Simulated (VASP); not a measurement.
Here is a VASP 6.6.1 calculation.

The input INCAR:

```
SYSTEM = TlAgTe2
PREC     = Accurate       ! precision mode
ENCUT    = 520            ! plane-wave cutoff, eV
EDIFF    = 1E-7           ! SCF threshold, eV
ISMEAR   = -1             ! smearing method
SIGMA    = 0.05           ! smearing width, eV
LREAL    = .False.        ! projectors in reciprocal space
LASPH    = .True.         ! aspherical terms in the spheres
NELM     = 100            ! most SCF steps
ALGO     = Normal         ! electronic algorithm
ISIF     = 2              ! what is computed and relaxed
LWAVE    = .False.        ! write WAVECAR
LCHARG   = .False.        ! write CHGCAR
NBANDS   = 26             ! bands
```

The input KPOINTS:

```
regular mesh
0
Gamma
  13 13 13
  0 0 0
```

Contents of POSCAR:

```
TlAgTe2
1.0
   -1.9199887731      1.9199887731      7.4546502873
    1.9199887731     -1.9199887731      7.4546502873
    1.9199887731      1.9199887731     -7.4546502873
Tl Ag Te
1 1 2
Direct
    0.0000000000      0.0000000000      0.0000000000
    0.7500000000      0.2500000000      0.5000000000
    0.3690000000      0.3690000000      0.0000000000
    0.6310000000      0.6310000000      0.0000000000
```

Potentials or basis: VASP PAW LDA potentials, release 64 (Tl_d, Ag, Te).

The run is started by

```console
$ cat potpaw_LDA.64/Tl_d/POTCAR potpaw_LDA.64/Ag/POTCAR potpaw_LDA.64/Te/POTCAR > POTCAR
$ mpirun -np 1 vasp_std > vasp.out
```

Problem. Estimate the band gap on the k mesh.

Solution. Zero (bands 18 and 19 overlap by 1.91 eV).

Problem. What does it give for the pressure?

Solution. 1.9 GPa.

Problem. Predict the largest force.

Solution. 0.482 eV/Å.

Stress tensor (GPa, compression positive):
```
0.62 0.00 0.00
0.00 0.62 0.00
0.00 0.00 4.52
```

Caveat: spin-orbit coupling is left out, which moves the levels of the heavy elements.
